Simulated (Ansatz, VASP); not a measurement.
One calculation of Tc, two programs

Contents of INCAR:

```
PREC = Accurate
ENCUT = 520
EDIFF = 1E-6
ISMEAR = -1
SIGMA = 0.03
LREAL = False
LASPH = True
NELM = 80
ALGO = Normal
ISIF = 2
LWAVE = False
LCHARG = False
GGA = PE
NBANDS = 12
```

The input KPOINTS:

```
Automatic mesh
0
Gamma
  18 18 18
```

The input POSCAR:

```
Tc
1.0
    0.0000000000      1.9819728958      1.9819728958
    1.9819728958      0.0000000000      1.9819728958
    1.9819728958      1.9819728958      0.0000000000
Tc
1
Direct
    0.0000000000      0.0000000000      0.0000000000
```

Input for Ansatz:

```yaml
crystal:
  lattice:
    - [0.0, 1.9819728958, 1.9819728958]
    - [1.9819728958, 0.0, 1.9819728958]
    - [1.9819728958, 1.9819728958, 0.0]
  atoms:
    - { symbol: Tc, position: [0.0, 0.0, 0.0] }
kpoints:
  mp_grid: { grid: [18, 18, 18] }
scf:
  occupations: { method: fermi_dirac, width: 0.03 }
hamiltonian:
  xc: pbe
  pseudopotentials: { kind: all_electron, lapw: { basis_error: 0.00025 } }
output:
  forces: true
  stress: true
  eigenvalues: true
```

Change from the starting cell: volume scaled by 1.05.

Alike in both runs: task single point; functional PBE; k mesh 18 × 18 × 18; occupations fermi-dirac, width 0.03 eV; no spin polarisation.

|  | VASP | Ansatz |
| --- | --- | --- |
| version | VASP 6.6.1 | Ansatz 0.2.0 |
| potentials or method | VASP PAW PBE potentials, release 64 (Tc_pv), cutoff 520 eV | all-electron LAPW, scalar-relativistic |

```csv
,VASP,Ansatz,Ansatz less VASP
pressure (GPa),-18.4,-18.0,+0.46
```

Ansatz ran all-electron here, and VASP with PAW potentials.
